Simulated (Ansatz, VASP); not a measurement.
**ScMo: VASP beside Ansatz**

INCAR

```
ALGO = Fast
EDIFF = 1E-6
EDIFFG = -0.01
ENCUT = 600
GGA = PE
IBRION = 2
ISIF = 3
ISMEAR = 0
LASPH = T
LCHARG = F
LREAL = F
LWAVE = F
NELM = 100
NSW = 100
PREC = Accurate
SIGMA = 0.1
```

Contents of KPOINTS:

```
k-points
0
Gamma
  18 18 18
```

File POSCAR:

```
ScMo
1.0
    0.0000000000      2.7104415646      2.7104415646
    2.7104415646      0.0000000000      2.7104415646
    2.7104415646      2.7104415646      0.0000000000
Sc Mo
1 1
Direct
    0.0000000000      0.0000000000      0.0000000000
    0.5000000000      0.5000000000      0.5000000000
```

Input for Ansatz:

```yaml
crystal:
  lattice:
    - [0.0, 2.7104415646, 2.7104415646]
    - [2.7104415646, 0.0, 2.7104415646]
    - [2.7104415646, 2.7104415646, 0.0]
  atoms:
    - { symbol: Sc, position: [0.0, 0.0, 0.0] }
    - { symbol: Mo, position: [0.5, 0.5, 0.5] }
basis:
  ecutwfc: 420
kpoints:
  mp_grid: { grid: [18, 18, 18] }
hamiltonian:
  xc: pbe
scf:
  occupations: { method: gaussian, width: 0.1 }
output:
  forces: true
  stress: true
  eigenvalues: true
relax:
  adjacent_minimum: "off"
  f_tol: 0.01
  max_steps: 80
  cell: { stress_tol: 0.05 }
```

Change from the starting cell: species swapped into the LuTe type (Fm-3m, No. 225).

Alike in both runs: task relaxation of cell and atoms; functional PBE; k mesh 18 × 18 × 18; occupations gaussian, width 0.1 eV; no spin polarisation.

```csv
,VASP,Ansatz
version,VASP 6.6.1,Ansatz 0.2.0
potentials or method,"VASP PAW PBE potentials, release 64 (Sc_sv, Mo_sv), cutoff 600 eV","scalar-relativistic, plane waves, PAW"
valence electrons in the cell,25,25
```

Ansatz gave:

* gap on the k mesh at the Fermi level, each at its own relaxed structure (eV): none
* relaxed volume (Å³/atom): 20.04
* relaxed length of the cell vector where the two differ most in proportion (Å): 3.841

**Question.** What did VASP give for the same quantities?

**Answer.** gap on the k mesh at the Fermi level, each at its own relaxed structure (eV): none; relaxed volume (Å³/atom): 20.11; relaxed length of the cell vector where the two differ most in proportion (Å): 3.846.

A gap of «none» marks a metal or a gap that the smearing closes.
